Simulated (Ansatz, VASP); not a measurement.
HfBr2 in VASP and in Ansatz

```
Hf Br
1.0
     0.00000    3.37967    3.37967
     3.37967    0.00000    3.37967
     3.37967    3.37967    0.00000
Hf Br
1 2
Direct
  0.00000 0.00000 0.00000
  0.25000 0.25000 0.25000
  0.75000 0.75000 0.75000
```

Alike in both runs: task relaxation of cell and atoms; functional PBE; k mesh 12 × 12 × 12; occupations gaussian, width 0.1 eV; no spin polarisation.

|  | VASP | Ansatz |
| --- | --- | --- |
| version | VASP 6.6.1 | Ansatz 0.2.0 |
| potentials or method | VASP PAW PBE potentials, release 64 (Hf_pv, Br), cutoff 600 eV | scalar-relativistic, plane waves, PAW |
| valence electrons in the cell | 24 | 40 |

|  | VASP | Ansatz | Ansatz less VASP |
| --- | --- | --- | --- |
| gap on the k mesh at the Fermi level, each at its own relaxed structure (eV) | none | none | - |
| relaxed volume (Å³/atom) | 24.32 | 24.46 | +0.143 |
| relaxed length of the cell vector where the two differ most in proportion (Å) | 4.690 | 4.700 | +0.0092 |

A gap of «none» marks a metal or a gap that the smearing closes. VASP's potentials hold 24 valence electrons a cell and Ansatz's 40, so a difference there can come from the potentials and not from the codes.

Spin-orbit coupling is off throughout.
